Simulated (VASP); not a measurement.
A run of VASP 6.6.1:

The input INCAR:

```
SYSTEM = Ti6C
PREC = Accurate
ENCUT = 520
EDIFF = 1E-7
ISMEAR = 0
SIGMA = 0.1
LREAL = .FALSE.
LASPH = .TRUE.
NELM = 120
ALGO = Normal
ISIF = 2
LWAVE = .FALSE.
LCHARG = .FALSE.
LDIPOL = .TRUE.
IDIPOL = 3
DIPOL = 0.5 0.5 0.363
GGA = PE
IBRION = 2
NSW = 36
EDIFFG = -0.025
GGA_COMPAT = .FALSE.
NELMIN = 4
NELMDL = -8
KPAR = 4
```

The input KPOINTS:

```
regular mesh
0
G
  9 6 1
  0 0 0
```

POSCAR

```
Ti6C
1.0
    2.8319727860      0.0000000000      0.0000000000
    0.0000000000      4.5793473380      0.0000000000
    0.0000000000      0.0000000000     22.0506909065
Ti C
6 1
Selective dynamics
Direct
    0.5000000000      0.0000000000      0.1814002118  F F F
    0.0000000000      0.5000000000      0.2413504290  F F F
    0.5000000000      0.0000000000      0.3013006462  F F F
    0.5000000000      0.5000000000      0.3625816208  F F F
    0.0000000000      0.0000000000      0.4208167734  F F F
    0.5000000000      0.5000000000      0.4784743912  F F F
    0.8333333333      0.5000000000      0.5563324817  F F T
```

Potentials or basis: VASP PAW PBE potentials, release 64 (Ti_sv, C).

Run with:

```bash
$ cat potpaw_PBE.64/Ti_sv/POTCAR potpaw_PBE.64/C/POTCAR > POTCAR
$ mpirun -np 4 vasp_std > vasp.out
```

Hardware: 4 MPI ranks on Intel(R) Xeon(R) Platinum 8259CL CPU @ 2.50GHz (Skylake/Cascade Lake), on a shared host.

**Question.** How long does it take, and how much memory?

**Answer.** Run time: 9.9 min on 4 MPI ranks on Intel(R) Xeon(R) Platinum 8259CL CPU @ 2.50GHz (Skylake/Cascade Lake) (shared host), peak memory 0.52 GiB a rank. Counts: scf iterations 106, k points 20, ion steps 4.
